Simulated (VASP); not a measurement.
A run of VASP 6.6.1:

Contents of INCAR:

```
SYSTEM = Ti6H
ALGO = Normal
DIPOL = 0.5 0.5 0.326
EDIFF = 1E-7
ENCUT = 520
GGA = PE
IDIPOL = 3
ISIF = 2
ISMEAR = 0
LASPH = .TRUE.
LCHARG = .FALSE.
LDIPOL = .TRUE.
LREAL = .FALSE.
LWAVE = .FALSE.
NBANDS = 86
NELM = 100
PREC = Accurate
SIGMA = 0.1
```

Contents of KPOINTS:

```
k-points
0
G
  5 6 1
  0 0 0
```

Contents of POSCAR:

```
Ti6H
1.0
    5.6639455763      0.0000000000      0.0000000000
    0.0000000000      4.5793473381      0.0000000000
    0.0000000000      0.0000000000     24.5506933039
Ti H
12 2
Direct
    0.2500000000      0.0000000000      0.1629281891
    0.7500000000      0.0000000000      0.1629281891
    0.0000000000      0.5000000000      0.2167736627
    0.5000000000      0.5000000000      0.2167736627
    0.2500000000      0.0000000000      0.2706191363
    0.7500000000      0.0000000000      0.2706191363
    0.2500000000      0.5000000000      0.3256599435
    0.7500000000      0.5000000000      0.3256599435
    0.0000000000      0.0000000000      0.3779650127
    0.5000000000      0.0000000000      0.3779650127
    0.2500000000      0.5000000000      0.4297513383
    0.7500000000      0.5000000000      0.4297513383
   -0.1973006246      0.0000000000      0.5002177801
    0.1973006246      0.0000000000      0.5002177801
```

Potentials or basis: VASP PAW PBE potentials, release 64 (Ti_sv, H).

Launch:

```sh
$ cat potpaw_PBE.64/Ti_sv/POTCAR potpaw_PBE.64/H/POTCAR > POTCAR
$ mpirun -np 1 vasp_std > vasp.out
```

Hardware: 1 thread of Intel(R) Xeon(R) Platinum 8259CL CPU @ 2.50GHz (Skylake/Cascade Lake) (shared host).

How long does it take, and how much memory?

Wall time 55 min on 1 thread of Intel(R) Xeon(R) Platinum 8259CL CPU @ 2.50GHz (Skylake/Cascade Lake) (shared host), peak memory 0.9 GiB. Counts: scf iterations 47, k points 12.
